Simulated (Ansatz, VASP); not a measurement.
**One calculation of Cd3TeSe2, two programs**

Contents of INCAR:

```
SYSTEM = Cd3TeSe2
PREC     = Accurate       ! precision mode
ENCUT    = 600            ! plane-wave cutoff, eV
EDIFF    = 1E-6           ! SCF threshold, eV
ISMEAR   = 0              ! smearing method
SIGMA    = 0.1            ! smearing width, eV
LREAL    = .FALSE.        ! projectors in reciprocal space
LASPH    = .TRUE.         ! aspherical terms in the spheres
NELM     = 60             ! most SCF steps
ALGO     = Normal         ! electronic algorithm
ISIF     = 3              ! what is computed and relaxed
LWAVE    = .FALSE.        ! write WAVECAR
LCHARG   = .FALSE.        ! write CHGCAR
GGA      = PE             ! functional
IBRION   = 2              ! ionic algorithm
NSW      = 100            ! ionic steps
EDIFFG   = -0.01          ! ionic threshold
```

KPOINTS

```
Automatic mesh
0
G
  6 6 10
  0 0 0
```

POSCAR

```
Cd3TeSe2
1.0
    7.0037328727      0.0000000000      0.0000000000
   -3.5018664363      6.0654105891      0.0000000000
    0.0000000000      0.0000000000      3.8526387289
Cd Te Se
3 1 2
Direct
    0.5000000000      0.5000000000      0.5000000000
    0.5000000000      0.0000000000      0.5000000000
    0.0000000000      0.5000000000      0.5000000000
    0.0000000000      0.0000000000      0.5000000000
    0.6666666667      0.3333333333      0.0000000000
    0.3333333333      0.6666666667      0.0000000000
```

Input for Ansatz:

```yaml
crystal:
  lattice:
    - [7.0037328727, 0.0, 0.0]
    - [-3.5018664363, 6.0654105891, 0.0]
    - [0.0, 0.0, 3.8526387289]
  atoms:
    - { symbol: Cd, position: [0.5, 0.5, 0.5] }
    - { symbol: Cd, position: [0.5, 0.0, 0.5] }
    - { symbol: Cd, position: [0.0, 0.5, 0.5] }
    - { symbol: Te, position: [0.0, 0.0, 0.5] }
    - { symbol: Se, position: [0.6666666667, 0.3333333333, 0.0] }
    - { symbol: Se, position: [0.3333333333, 0.6666666667, 0.0] }
basis:
  ecutwfc: 420
kpoints:
  mp_grid: { grid: [6, 6, 10] }
hamiltonian:
  xc: pbe
scf:
  occupations: { method: gaussian, width: 0.1 }
output:
  forces: true
  stress: true
  eigenvalues: true
  write_density: true
  write_potential: true
  elf: true
  volumetric_format: npy
relax:
  adjacent_minimum: "off"
  f_tol: 0.01
  max_steps: 80
  cell: { stress_tol: 0.05 }
```

Change from the starting cell: species swapped into the ErCo3Ge2 type (P6mm, No. 183).

Alike in both runs: task relaxation of cell and atoms; functional PBE; k mesh 6 × 6 × 10; occupations gaussian, width 0.1 eV; no spin polarisation.

```csv
,VASP,Ansatz
version,VASP 6.6.1,Ansatz 0.2.0
potentials or method,"VASP PAW PBE potentials, release 64 (Cd, Te, Se), cutoff 600 eV","scalar-relativistic, plane waves, PAW"
valence electrons in the cell,54,108
```

VASP gave:

```
gap on the k mesh at the Fermi level, each at its own relaxed structure (eV) : none
relaxed volume (Å³/atom)                                                     : 27.66
relaxed length of the cell vector where the two differ most in proportion (Å)              : 3.840
```

Q: What did Ansatz give for the same quantities?

A: gap on the k mesh at the Fermi level, each at its own relaxed structure (eV): none; relaxed volume (Å³/atom): 27.53; relaxed length of the cell vector where the two differ most in proportion (Å): 3.832.

A gap of «none» marks a metal or a gap that the smearing closes. VASP's potentials hold 54 valence electrons a cell and Ansatz's 108, so a difference there can come from the potentials and not from the codes.

Spin-orbit coupling is off throughout.
